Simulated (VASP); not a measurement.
Set up this calculation in VASP 6.6.1, as the native input.

* Task: single point
* Functional: PBE
* Potentials or basis: VASP PAW PBE potentials, release 64 (W_sv)
* Cutoff: 520 eV
* k mesh: 18 × 18 × 18
* Occupations: gaussian, width 0.1 eV
* Spin: no spin polarisation
* Dipole correction: no
* Further INCAR settings: ALGO = Fast; EDIFF = 1e-07; NBANDS = 13

The structure of W lies in POSCAR:

```
W
1.0
   -1.5917793224      1.5917793224      1.5917793224
    1.5917793224     -1.5917793224      1.5917793224
    1.5917793224      1.5917793224     -1.5917793224
W
1
Direct
    0.0000000000      0.0000000000      0.0000000000
```

These files were run (other wordings do the same):

INCAR

```
PREC = Accurate
ENCUT = 520
EDIFF = 1E-7
ISMEAR = 0
SIGMA = 0.1
LREAL = F
LASPH = T
NELM = 60
ALGO = Fast
ISIF = 2
LWAVE = F
LCHARG = F
GGA = PE
NBANDS = 13
```

KPOINTS

```
Automatic mesh
0
Gamma
  18 18 18
```

Potentials or basis: VASP PAW PBE potentials, release 64 (W_sv).

Run with:

```bash
$ cat potpaw_PBE.64/W_sv/POTCAR > POTCAR
$ mpirun -np 1 vasp_std > vasp.out
```

It gave:

The pressure is 0.5 GPa and the band gap on the k mesh is zero (band 7 reaches 16.23 eV, above the bottom of band 8 at 9.99 eV).

Caveat: spin-orbit coupling is left out, which moves the levels of the heavy elements.

Run time: 15 s on 1 thread of Intel(R) Xeon(R) 6975P-C (Granite Rapids), with other jobs on the host, peak memory 0.16 GiB.
